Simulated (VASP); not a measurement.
CO2:

```
CELL_PARAMETERS angstrom
-1.98241 1.98241 2.99137
1.98241 -1.98241 2.99137
1.98241 1.98241 -2.99137
ATOMIC_POSITIONS crystal
C 0.00000 0.00000 0.00000
C 0.75000 0.25000 0.50000
O 0.37500 0.28931 0.41431
O 0.71069 0.12500 0.08569
O 0.87500 0.96069 0.58569
O 0.03931 0.62500 0.91431
```

Base run:

```yaml
Program: VASP 6.6.1
Functional: RPBE
Potentials_or_basis: VASP PAW PBE potentials, release 64 (C, O)
Cutoff: 520 eV
k_mesh: 10 × 10 × 10
Occupations: gaussian, width 0.05 eV
Spin: no spin polarisation
```

Its results: band gap on the k mesh 7.77 eV, indirect (least direct gap 8.20 eV); pressure 6.9 GPa; largest force 0.232 eV/Å.

Task: The run is repeated on the same cell with these changes: functional from RPBE to PBE; further incar settings from ALGO = Normal; EDIFF = 1e-06; NBANDS = 25 to ALGO = Normal; EDIFF = 1e-07; NBANDS = 25. What comes out?

Result: Band gap on the k mesh 7.64 eV, indirect (least direct gap 8.09 eV); pressure 1.4 GPa; largest force 0.077 eV/Å.

Caveats: the PAW data sets were made with another functional, which shifts forces and pressure a little (some runs).

A k mesh can miss the band edges.
